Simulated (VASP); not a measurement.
# La: single point with PBE

La:

```
CELL_PARAMETERS angstrom
-2.04172 2.04172 2.04172
2.04172 -2.04172 2.04172
2.04172 2.04172 -2.04172
ATOMIC_POSITIONS crystal
La 0.00000 0.00000 0.00000
```

```json
{"Program": "VASP 6.6.1", "Task": "single point", "Functional": "PBE", "Potentials or basis": "VASP PAW PBE potentials, release 64 (La)", "Cutoff": "520 eV", "k mesh": "12 × 12 × 12", "Occupations": "gaussian, width 0.0829 eV", "Spin": "no spin polarisation", "Dipole correction": "no", "Further INCAR settings": "ALGO = Normal; EDIFF = 1e-06; NBANDS = 12"}
```

The pressure is 3.3 GPa.

Levels at points of the mesh, in eV from the Fermi level:
```tsv
k point	band 3	band 4	band 5	band 6	band 7	band 8	band 9	band 10
(0.00, 0.00, 0.00)	-15.56	-15.56	-3.06	1.59	1.59	1.59	1.63	1.63
(0.50, 0.00, 0.00)	-16.10	-15.59	-1.92	-0.27	1.64	1.79	2.06	2.38
(0.50, 0.50, 0.50)	-16.73	-16.73	-2.13	-2.13	1.82	2.03	2.03	2.03
```

Run time: 23 s on 1 thread of Intel(R) Xeon(R) Platinum 8488C (Sapphire Rapids), on a shared host, peak memory 0.18 GiB.

Caveat: spin-orbit coupling is left out, which moves the levels of the heavy elements.
